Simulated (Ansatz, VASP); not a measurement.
**SrTl in VASP and in Ansatz**

```
Sr Tl
1.0
     3.95534    0.00000    0.00000
     0.00000    3.95534    0.00000
     0.00000    0.00000    3.95534
Sr Tl
1 1
Direct
  0.00000 0.00000 0.00000
  0.50000 0.50000 0.50000
```

Alike in both runs: functional LDA; k mesh 10 × 10 × 10; occupations fermi-dirac, width 0.15 eV; no spin polarisation.

Ansatz relaxed the structure, and its values are those at the end. VASP's run is a single point on that final structure, the one shown.

|  | VASP | Ansatz |
| --- | --- | --- |
| version | VASP 6.6.1 | Ansatz 0.2.0 |
| potentials or method | VASP PAW LDA potentials, release 64 (Sr_sv, Tl_d), cutoff 520 eV | scalar-relativistic, plane waves, PAW |
| valence electrons in the cell | 23 | 23 |

|  | VASP | Ansatz | Ansatz less VASP |
| --- | --- | --- | --- |
| gap on the k mesh at the Fermi level (eV) | none | none | - |
| pressure (GPa) | 0.1 | 0.0 | -0.12 |

LDA's correlation is that of Perdew and Zunger in VASP and of Perdew and Wang (1992) in Ansatz. A gap of «none» marks a metal or a gap that the smearing closes.

Neither program's run includes spin-orbit coupling.
